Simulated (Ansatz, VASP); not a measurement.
**Ca: VASP beside Ansatz**

```
Ca
1.0
     0.00000    2.73716    2.73716
     2.73716    0.00000    2.73716
     2.73716    2.73716    0.00000
Ca
1
Direct
  0.00000 0.00000 0.00000
```

Alike in both runs: task single point; functional LDA; k mesh 8 × 8 × 8; occupations fermi-dirac, width 0.05 eV; no spin polarisation.

|  | VASP | Ansatz |
| --- | --- | --- |
| version | VASP 6.6.1 | Ansatz 0.2.0 |
| potentials or method | VASP PAW LDA potentials, release 64 (Ca_sv) | Ansatz PAW |
| plane-wave cutoff (eV) | 520 | 420 |
| valence electrons in the cell | 10 | 10 |

```tsv
	VASP	Ansatz	Ansatz less VASP
gap on the k mesh at the Fermi level (eV)	none	none	-
pressure (GPa)	-1.3	-1.3	+0.01
```

LDA's correlation is that of Perdew and Zunger in VASP and of Perdew and Wang (1992) in Ansatz. A gap of «none» marks a metal or a gap that the smearing closes.
